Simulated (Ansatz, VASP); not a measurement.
SnO2: VASP beside Ansatz

The input POSCAR:

```
SnO2
1.0
    0.0000000000      0.0000000000     -3.2007107590
   -4.7598182097      0.0000000000      0.0000000000
   -0.3964928569      9.5201150501      0.0000000000
Sn O
4 8
Direct
    0.5000000000      0.4207400500      0.9515000000
    0.5000000000      0.4623900500      0.4515000000
    1.0000000000     -0.0167849500      0.2015000000
    1.0000000000     -0.0584349500      0.7015000000
    0.0000000000      0.6229595251      0.8544791092
    0.0000000000      0.6646095251      0.3544791092
    0.5000000000      0.1276208447      0.7985208908
    0.5000000000      0.1692708447      0.2985208908
    0.5000000000      0.7971592553      0.1044791092
    0.5000000000      0.7555092553      0.6044791092
    1.0000000000      0.3018205749      0.0485208908
    1.0000000000      0.2601705749      0.5485208908
```

The input INCAR.step1:

```
SYSTEM = SnO2
ALGO = Normal ; EDIFF = 1E-4
ENCUT = 520 ; GGA = PE
ISMEAR = 0 ; LASPH = .TRUE.
LCHARG = .FALSE. ; LREAL = .FALSE.
LWAVE = .TRUE. ; NBANDS = 64
NELM = 80 ; PREC = Accurate
SIGMA = 0.05
```

File INCAR.step2:

```
SYSTEM = SnO2
ALGO = Normal ; EDIFF = 1E-6
ENCUT = 520 ; ISIF = 2
ISMEAR = 0 ; ISTART = 1
LASPH = .TRUE. ; LCHARG = .FALSE.
LMIXTAU = .TRUE. ; LREAL = .FALSE.
LWAVE = .FALSE. ; METAGGA = R2SCAN
NBANDS = 64 ; NELM = 80
PREC = Accurate ; SIGMA = 0.05
```

KPOINTS

```
k-points
0
G
  8 6 3
  0 0 0
```

Input for Ansatz:

```yaml
crystal:
  lattice:
    - [0.0, 0.0, -3.200710759]
    - [-4.7598182097, 0.0, 0.0]
    - [-0.3964928569, 9.5201150501, 0.0]
  atoms:
    - { symbol: Sn, position: [0.5, 0.42074005, 0.9515] }
    - { symbol: Sn, position: [0.5, 0.46239005, 0.4515] }
    - { symbol: Sn, position: [1.0, -0.01678495, 0.2015] }
    - { symbol: Sn, position: [1.0, -0.05843495, 0.7015] }
    - { symbol: O, position: [0.0, 0.6229595251, 0.8544791092] }
    - { symbol: O, position: [0.0, 0.6646095251, 0.3544791092] }
    - { symbol: O, position: [0.5, 0.1276208447, 0.7985208908] }
    - { symbol: O, position: [0.5, 0.1692708447, 0.2985208908] }
    - { symbol: O, position: [0.5, 0.7971592553, 0.1044791092] }
    - { symbol: O, position: [0.5, 0.7555092553, 0.6044791092] }
    - { symbol: O, position: [1.0, 0.3018205749, 0.0485208908] }
    - { symbol: O, position: [1.0, 0.2601705749, 0.5485208908] }
basis:
  ecutwfc: 500
kpoints:
  mp_grid: { grid: [8, 6, 3] }
hamiltonian:
  xc: r2scan
scf:
  occupations: { method: gaussian, width: 0.05 }
output:
  forces: true
  stress: true
  eigenvalues: true
```

Alike in both runs: task single point; functional r2SCAN; k mesh 8 × 6 × 3; occupations gaussian, width 0.05 eV; no spin polarisation.

|  | VASP | Ansatz |
| --- | --- | --- |
| version | VASP 6.6.1 | Ansatz 0.2.0 |
| potentials or method | VASP PAW PBE potentials, release 64 (Sn_d, O), cutoff 520 eV | scalar-relativistic, plane waves, PAW |
| valence electrons in the cell | 104 | 104 |

Ansatz gave:

* gap on the k mesh at the Fermi level (eV): 1.77
* least direct gap on the mesh (eV): 1.77
* pressure (GPa): 3.0
* traceless stress, the component that is largest in VASP (GPa): 6.22
* rms of the force components (eV/Å): 0.929

Task: Which values does VASP return?

Result: gap on the k mesh at the Fermi level (eV): 1.79; least direct gap on the mesh (eV): 1.79; pressure (GPa): 4.1; traceless stress, the component that is largest in VASP (GPa): 6.30; rms of the force components (eV/Å): 0.951.

VASP's potentials were made for PBE, not for r2SCAN. Atom by atom the forces differ by 0.028 eV/Å (rms over components).
